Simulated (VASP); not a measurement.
Wanted: the native input for a VASP 6.6.1 run.

```
Task                               : single point
Functional                         : PBE0
Potentials or basis                : VASP PAW PBE potentials, release 64 (Hf_pv, O)
Cutoff                             : 520 eV
k mesh                             : 6 × 6 × 6
Occupations                        : gaussian, width 0.01 eV
Spin                               : no spin polarisation
Dipole correction                  : no
Grid for exact exchange (PRECFOCK) : Normal
Further INCAR settings             : ALGO = Normal; EDIFF = 1e-06; NBANDS = 18
Share of exact exchange            : 0.25
```

HfO2:

```
CELL_PARAMETERS angstrom
0.00000 2.52918 2.52918
2.52918 0.00000 2.52918
2.52918 2.52918 0.00000
ATOMIC_POSITIONS crystal
Hf 0.00000 0.00000 0.00000
O 0.75000 0.75000 0.75000
O 0.25000 0.25000 0.25000
```

One way to write it, as run:

POSCAR

```
HfO2
1.0
    0.0000000000      2.5291822339      2.5291822339
    2.5291822339      0.0000000000      2.5291822339
    2.5291822339      2.5291822339      0.0000000000
Hf O
1 2
Direct
    0.0000000000      0.0000000000      0.0000000000
    0.7500000000      0.7500000000      0.7500000000
    0.2500000000      0.2500000000      0.2500000000
```

INCAR.step1

```
  PREC = Accurate
  ENCUT = 520
  EDIFF = 1E-5
  ISMEAR = 0
  SIGMA = 0.01
  LREAL = False
  LASPH = True
  NELM = 100
  ALGO = Normal
  ISIF = 2
  LWAVE = True
  LCHARG = False
  NBANDS = 18
  GGA = PE
```

INCAR.step2

```
  PREC = Accurate
  ENCUT = 520
  EDIFF = 1E-6
  ISMEAR = 0
  SIGMA = 0.01
  LREAL = False
  LASPH = True
  NELM = 100
  ALGO = Normal
  ISIF = 2
  LWAVE = False
  LCHARG = False
  GGA = PE
  LHFCALC = True
  AEXX = 0.25
  PRECFOCK = Normal
  NBANDS = 18
  ISTART = 1
```

KPOINTS

```
regular mesh
0
Gamma
  6 6 6
```

Potentials or basis: VASP PAW PBE potentials, release 64 (Hf_pv, O).

Run with:

```bash
$ cat potpaw_PBE.64/Hf_pv/POTCAR potpaw_PBE.64/O/POTCAR > POTCAR
$ cp INCAR.step1 INCAR
$ mpirun -np 1 vasp_std > vasp.out
$ cp INCAR.step2 INCAR
$ mpirun -np 1 vasp_std > vasp.out
```

It gave:

```json
{
  "Pressure": "-5.2 GPa",
  "Band gap on the k mesh": "6.12 eV"
}
```

Caveat: the cell stands under tension; the PAW data sets were made with another functional, which shifts forces and pressure a little; spin-orbit coupling is left out, which moves the levels of the heavy elements.

It took 30 min on 1 thread of Intel(R) Xeon(R) Platinum 8488C (Sapphire Rapids), on a shared host, peak memory 0.17 GiB.
